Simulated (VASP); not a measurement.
Input of a VASP 6.6.1 run:

The input INCAR:

```
  ALGO = Normal
  EDIFF = 1E-6
  EDIFFG = -0.01
  ENCUT = 600
  GGA = RP
  IBRION = 2
  ISIF = 3
  ISMEAR = -1
  LASPH = True
  LCHARG = False
  LREAL = False
  LWAVE = False
  NELM = 60
  NSW = 80
  PREC = Accurate
  SIGMA = 0.1
```

The input KPOINTS:

```
k-points
0
Gamma
  13 13 13
```

File POSCAR:

```
Fe
1.0
    2.3342634294      0.0000000000      0.0000000000
    0.0000000000      2.3342634294      0.0000000000
    0.0000000000      0.0000000000      2.3342634294
Fe
1
Direct
    0.0000000000      0.0000000000      0.0000000000
```

Potentials or basis: VASP PAW PBE potentials, release 64 (Fe).

The run is started by

```bash
$ cat potpaw_PBE.64/Fe/POTCAR > POTCAR
$ mpirun -np 1 vasp_std > vasp.out
```

**Question.** What does it give for the relaxed volume?

**Answer.** 11.93 Å³/atom.

**Question.** Predict the band gap on the k mesh.

**Answer.** Zero (band 4 reaches 7.61 eV, above the bottom of band 5 at 5.12 eV).

**Question.** What does it give for the space group after relaxing (to 0.05 Å)?

**Answer.** Pm-3m (No. 221).

**Question.** Estimate the relaxed cell.

**Answer.** a = 2.285 Å, b = 2.285 Å, c = 2.285 Å, α = 90.00°, β = 90.00°, γ = 90.00°.

Step by step:
| step | energy change (eV) | largest force (eV/Å) | pressure (GPa) | volume (Å³) |
| --- | --- | --- | --- | --- |
| 1 | 0.0000 | 0.0000 | -10.48 | 12.72 |
| 2 | -0.0023 | 0.0000 | 12.67 | 11.25 |
| 3 | -0.0276 | 0.0000 | -0.09 | 11.93 |

Caveat: the PAW data sets were made with another functional, which shifts forces and pressure a little; the run has no spin polarisation, though such a crystal can be magnetic. Spin polarisation is off, so any magnetic state and its effect on volume and gap are missing.
